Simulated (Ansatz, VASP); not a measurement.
**Two plane-wave programs on NaCl**

The input POSCAR:

```
NaCl
1.0
   -0.0074094547      3.0872727775      3.0872727775
    3.0872727775     -0.0074094547      3.0872727775
    3.0798633228      3.0798633228      0.0000000000
Na Cl
1 1
Direct
   -0.0005411616     -0.0005411616      0.0005411616
    0.2505411616      0.2505411616      0.2494588384
```

INCAR.step1

```
PREC     = Accurate       # precision mode
ENCUT    = 520            # plane-wave cutoff, eV
ISMEAR   = 0              # smearing method
SIGMA    = 0.01           # smearing width, eV
LREAL    = F              # projectors in reciprocal space
LASPH    = T              # aspherical terms in the spheres
NELM     = 60             # most SCF steps
NBANDS   = 14             # bands
GGA      = PE             # functional
ALGO     = Normal         # electronic algorithm
EDIFF    = 1E-4           # SCF threshold, eV
LWAVE    = T              # write WAVECAR
LCHARG   = F              # write CHGCAR
```

Contents of INCAR.step2:

```
PREC     = Accurate       # precision mode
ENCUT    = 520            # plane-wave cutoff, eV
EDIFF    = 1E-7           # SCF threshold, eV
ISMEAR   = 0              # smearing method
SIGMA    = 0.01           # smearing width, eV
LREAL    = F              # projectors in reciprocal space
LASPH    = T              # aspherical terms in the spheres
NELM     = 60             # most SCF steps
ALGO     = Normal         # electronic algorithm
ISIF     = 2              # what is computed and relaxed
LWAVE    = F              # write WAVECAR
LCHARG   = F              # write CHGCAR
METAGGA  = R2SCAN         # meta-GGA
LMIXTAU  = T            
NBANDS   = 14             # bands
ISTART   = 1
```

File KPOINTS:

```
Automatic mesh
0
Gamma
  8 8 8
```

Input for Ansatz:

```yaml
crystal:
  lattice:
    - [-0.0074094547, 3.0872727775, 3.0872727775]
    - [3.0872727775, -0.0074094547, 3.0872727775]
    - [3.0798633228, 3.0798633228, 0.0]
  atoms:
    - { symbol: Na, position: [-0.0005411616, -0.0005411616, 0.0005411616] }
    - { symbol: Cl, position: [0.2505411616, 0.2505411616, 0.2494588384] }
kpoints:
  mp_grid: { grid: [8, 8, 8] }
  band_path:
    path:
      - [0.0, 0.0, 0.0]
      - [-0.5, -0.5, 0.0]
      - [-0.375, -0.375, 0.25]
      - [-0.375, 0.0, 0.375]
      - [0.0, 0.0, 0.5]
      - [-0.5, -0.25, 0.25]
    npoints: 1
hamiltonian:
  xc: r2scan
scf:
  occupations: { method: fixed }
  n_extra_bands: 4
output:
  forces: true
  stress: true
  eigenvalues: true
```

Change from the starting cell: shear_xy strain -0.5%.

Alike in both runs: task single point; functional r2SCAN; k mesh 8 × 8 × 8; no spin polarisation.

|  | VASP | Ansatz |
| --- | --- | --- |
| version | VASP 6.6.1 | Ansatz 0.2.0 |
| potentials or method | VASP PAW PBE potentials, release 64 (Na_pv, Cl) | plane waves, PAW |
| plane-wave cutoff (eV) | 520 | 500 |
| occupations | gaussian, width 0.01 eV | fixed |
| valence electrons in the cell | 14 | 16 |

Ansatz gave:

```
gap on the k mesh at the Fermi level (eV) : 5.55
pressure (GPa)                            : 0.0
```

What did VASP give for the same quantities?

gap on the k mesh at the Fermi level (eV): 5.56; pressure (GPa): -0.1.

VASP's potentials were made for PBE, not for r2SCAN. VASP's potentials hold 14 valence electrons a cell and Ansatz's 16, so a difference there can come from the potentials and not from the codes.
